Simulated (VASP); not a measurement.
Here is a VASP 6.6.1 calculation.

Contents of INCAR:

```
ALGO = Normal ; EDIFF = 1E-7
ENCUT = 520 ; GGA = PE
ISIF = 2 ; ISMEAR = 0
LASPH = True ; LCHARG = False
LREAL = False ; LWAVE = False
NBANDS = 11 ; NELM = 60
PREC = Accurate ; SIGMA = 0.05
```

Contents of KPOINTS:

```
k-points
0
Gamma
  10 10 10
```

File POSCAR:

```
AlN
1.0
    0.0000000000      2.1685632977      2.2346109109
    2.1685632977      0.0000000000      2.2346109109
    2.1685632977      2.1685632977      0.0000000000
Al N
1 1
Direct
    0.0000000000      0.0000000000      0.0000000000
    0.7500000000      0.7500000000      0.7500000000
```

Potentials or basis: VASP PAW PBE potentials, release 64 (Al, N).

Run with:

```console
$ cat potpaw_PBE.64/Al/POTCAR potpaw_PBE.64/N/POTCAR > POTCAR
$ mpirun -np 1 vasp_std > vasp.out
```

(1) What does it give for the pressure?

(2) Estimate the band gap on the k mesh.

Results:

(1) 2.7 GPa.

(2) 3.23 eV, indirect (least direct gap 4.07 eV).

Caveat: the cell differs from its parent crystal (strain -0.015 along x and y, +0.015 along z).
